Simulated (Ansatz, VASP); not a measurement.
Two plane-wave programs on TiSi2

Contents of INCAR:

```
SYSTEM = TiSi2
PREC = Accurate
ENCUT = 520
EDIFF = 1E-7
ISMEAR = 1
SIGMA = 0.27211386245988
LREAL = .FALSE.
LASPH = .TRUE.
NELM = 100
ALGO = Normal
ISIF = 2
LWAVE = .FALSE.
LCHARG = .FALSE.
GGA = PE
NBANDS = 17
```

File KPOINTS:

```
Automatic mesh
0
G
  6 6 6
  0 0 0
```

POSCAR

```
TiSi2
1.0
   -1.4728720000      1.7121300000      4.2120830000
    1.4728720000     -1.7121300000      4.2120830000
    1.4728720000      1.7121300000     -4.2120830000
Ti Si
1 2
Direct
    0.0000000000      0.0000000000      0.0000000000
    0.3299220000      0.3299220000      0.0000000000
    0.6700780000      0.6700780000      0.0000000000
```

Input for Ansatz:

```yaml
crystal:
  lattice:
    - [-1.472872, 1.71213, 4.212083]
    - [1.472872, -1.71213, 4.212083]
    - [1.472872, 1.71213, -4.212083]
  atoms:
    - { symbol: Ti, position: [0.0, 0.0, 0.0] }
    - { symbol: Si, position: [0.329922, 0.329922, 0.0] }
    - { symbol: Si, position: [0.670078, 0.670078, 0.0] }
basis:
  ecutwfc: 420
kpoints:
  mp_grid: { grid: [6, 6, 6] }
hamiltonian:
  xc: pbe
scf:
  occupations: { method: methfessel_paxton, width: "0.02 Ry" }
  mixing:
    algorithm: broyden
    beta: 0.088
    ndim: 1
    preconditioner: local_kerker
  max_iter: 57
output:
  forces: true
  stress: true
  eigenvalues: true
accuracy: medium
```

Alike in both runs: task single point; functional PBE; k mesh 6 × 6 × 6; no spin polarisation.

|  | VASP | Ansatz |
| --- | --- | --- |
| version | VASP 6.6.1 | Ansatz 0.2.0 |
| potentials or method | VASP PAW PBE potentials, release 64 (Ti_sv, Si), cutoff 520 eV | scalar-relativistic, plane waves, PAW |
| occupations | methfessel-paxton of order 1, width 0.272114 eV | methfessel-paxton of order 1 |
| valence electrons in the cell | 20 | 20 |

```tsv
	VASP	Ansatz	Ansatz less VASP
gap on the k mesh at the Fermi level (eV)	none	none	-
pressure (GPa)	0.4	0.4	+0.04
traceless stress, the component that is largest in VASP (GPa)	2.66	2.66	+0.001
rms of the force components (eV/Å)	0.078	0.078	-0.0002
```

Atom by atom the forces differ by 0.000 eV/Å (rms over components). A gap of «none» marks a metal or a gap that the smearing closes.

The k mesh is coarse, so the values compare programs but aren't converged.
